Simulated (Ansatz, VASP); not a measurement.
## One calculation of Ge3Pd, two programs

The input INCAR:

```
SYSTEM = Ge3Pd
PREC = Accurate ; ENCUT = 520
EDIFF = 1E-7 ; ISMEAR = 0
SIGMA = 0.1 ; LREAL = .False.
LASPH = .True. ; NELM = 80
ALGO = Normal ; ISIF = 2
LWAVE = .False. ; LCHARG = .False.
GGA = PE ; NBANDS = 34
```

Contents of KPOINTS:

```
Automatic mesh
0
Gamma
  4 4 4
  0 0 0
```

Contents of POSCAR:

```
Ge3Pd
1.0
    4.2298049500      0.0000000000      0.0000000000
    0.0000000000      4.2298049500      0.0000000000
    0.0000000000      0.0000000000      4.2298049500
Ge Pd
3 1
Direct
    0.0000000000      0.5000000000      0.5000000000
    0.5000000000      0.0000000000      0.5000000000
    0.5000000000      0.5000000000      0.0000000000
    0.0000000000      0.0000000000      0.0000000000
```

Input for Ansatz:

```yaml
crystal:
  lattice:
    - [4.22980495, 0.0, 0.0]
    - [0.0, 4.22980495, 0.0]
    - [0.0, 0.0, 4.22980495]
  atoms:
    - { symbol: Ge, position: [0.0, 0.5, 0.5] }
    - { symbol: Ge, position: [0.5, 0.0, 0.5] }
    - { symbol: Ge, position: [0.5, 0.5, 0.0] }
    - { symbol: Pd, position: [0.0, 0.0, 0.0] }
basis:
  ecutwfc: 420
kpoints:
  mp_grid: { grid: [4, 4, 4] }
hamiltonian:
  xc: pbe
scf:
  occupations: { method: gaussian, width: 0.1 }
  lower_state_search: "off"
output:
  forces: true
  stress: true
  eigenvalues: true
```

Alike in both runs: task single point; functional PBE; k mesh 4 × 4 × 4; occupations gaussian, width 0.1 eV; no spin polarisation.

|  | VASP | Ansatz |
| --- | --- | --- |
| version | VASP 6.6.1 | Ansatz 0.2.0 |
| potentials or method | VASP PAW PBE potentials, release 64 (Ge_d, Pd), cutoff 520 eV | scalar-relativistic, plane waves, PAW |
| valence electrons in the cell | 52 | 60 |

|  | VASP | Ansatz | Ansatz less VASP |
| --- | --- | --- | --- |
| gap on the k mesh at the Fermi level (eV) | none | none | - |
| pressure (GPa) | -5.1 | -5.1 | 0.00 |

A gap of «none» marks a metal or a gap that the smearing closes. VASP's potentials hold 52 valence electrons a cell and Ansatz's 60, so a difference there can come from the potentials and not from the codes.

The k mesh is coarse, so the values compare programs but aren't converged.
